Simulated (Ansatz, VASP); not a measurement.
**SnSe in VASP and in Ansatz**

The input INCAR:

```
SYSTEM = SnSe
ALGO = Normal
EDIFF = 1E-6
ENCUT = 500
GGA = PS
GGA_COMPAT = .FALSE.
ISIF = 2
ISMEAR = 0
LASPH = .TRUE.
LCHARG = .FALSE.
LREAL = .FALSE.
LWAVE = .FALSE.
NBANDS = 17
NELM = 120
PREC = Accurate
SIGMA = 0.01
```

Contents of KPOINTS:

```
k-points
0
G
  4 4 4
  0 0 0
```

File POSCAR:

```
SnSe
1.0
   -0.0317527455      3.1514950513      3.1473982459
    2.8980640688      0.0705872548      3.0450582456
    2.9274629041      3.0785438697      0.0411884194
Sn Se
1 1
Direct
    0.0092900000      0.9516900000      0.0730100000
    0.5035700000      0.5245600000      0.4910800000
```

Input for Ansatz:

```yaml
crystal:
  lattice:
    - [-0.031752745521564193, 3.151495051251626, 3.147398245914617]
    - [2.898064068778095, 0.07058725479194412, 3.045058245601109]
    - [2.927462904142698, 3.0785438696637555, 0.04118841942734131]
  atoms:
    - { symbol: Sn, position: [0.00929, 0.95169, 0.07301] }
    - { symbol: Se, position: [0.50357, 0.52456, 0.49108] }
basis:
  ecutwfc: 540.0
  xc_grid: 2
kpoints:
  mp_grid:
    grid: [4, 4, 4]
hamiltonian:
  xc: pbesol
scf:
  convergence:
    dr2_threshold: 1.0e-09
  occupations:
    method: fixed
output:
  forces: true
  stress: true
```

Alike in both runs: task single point; functional PBEsol; k mesh 4 × 4 × 4; no spin polarisation.

```csv
,VASP,Ansatz
version,VASP 6.6.1,Ansatz 0.2.0
potentials or method,"VASP PAW PBE potentials, release 64 (Sn_d, Se), cutoff 500 eV","plane waves, PAW"
occupations,"gaussian, width 0.01 eV",fixed
valence electrons in the cell,20,30
```

Ansatz gave:

```
pressure (GPa)                                                : -2.3
traceless stress, the component that is largest in VASP (GPa) : 2.67
rms of the force components (eV/Å)                            : 0.074
```

Problem. Estimate VASP's values.

Solution. Pressure (GPa): -2.2; traceless stress, the component that is largest in VASP (GPa): 2.68; rms of the force components (eV/Å): 0.078.

VASP's potentials were made for PBE, not for PBEsol. Atom by atom the forces differ by 0.004 eV/Å (rms over components). VASP's potentials hold 20 valence electrons a cell and Ansatz's 30, so a difference there can come from the potentials and not from the codes. Ansatz's warnings: stress scf threshold loose.

The k mesh is coarse, so the values compare programs but aren't converged.
